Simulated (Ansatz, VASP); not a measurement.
## One calculation of SiO2, two programs

```
O Si
1.0
     5.12305    0.00000    0.00000
     0.19081    5.11950    0.00000
     0.00000    0.00000   28.56367
O Si
16 8
Direct
  0.83228 0.93646 0.26167
  0.45501 0.28480 0.30200
  0.43449 0.79463 0.32302
  0.77631 0.45834 0.36517
  0.27721 0.45593 0.38550
  0.94356 0.80139 0.42625
  0.94453 0.30131 0.44956
  0.28644 0.95774 0.48848
  0.78644 0.95774 0.51152
  0.44453 0.30131 0.55044
  0.44355 0.80139 0.57375
  0.77722 0.45593 0.61450
  0.27632 0.45834 0.63483
  0.93449 0.79464 0.67698
  0.95501 0.28480 0.69799
  0.33223 0.93645 0.73834
  0.58990 0.00040 0.29098
  0.48453 0.49981 0.34350
  0.98554 0.50458 0.40666
  0.99023 0.00462 0.46894
  0.49023 0.00462 0.53106
  0.48554 0.50458 0.59334
  0.98454 0.49981 0.65650
  0.08988 0.00039 0.70903
```

Alike in both runs: functional PBE; k mesh 5 × 5 × 1; occupations gaussian, width 0.05 eV; no spin polarisation.

Ansatz relaxed the structure, and its values are those at the end. VASP's run is a single point on that final structure, the one shown.

|  | VASP | Ansatz |
| --- | --- | --- |
| version | VASP 6.6.1 | Ansatz 0.2.0 |
| potentials or method | VASP PAW PBE potentials, release 64 (O, Si), cutoff 520 eV | scalar-relativistic, plane waves, PAW |
| valence electrons in the cell | 128 | 128 |

|  | VASP | Ansatz | Ansatz less VASP |
| --- | --- | --- | --- |
| gap on the k mesh at the Fermi level (eV) | 3.74 | 3.74 | +0.009 |
| least direct gap on the mesh (eV) | 3.76 | 3.77 | +0.009 |
| rms of the force components (eV/Å) | 0.041 | 0.005 | -0.0365 |

The functional is the same, so the differences come from potentials, cutoffs and numerics. Ansatz's warnings: xc potential rough in thin density.
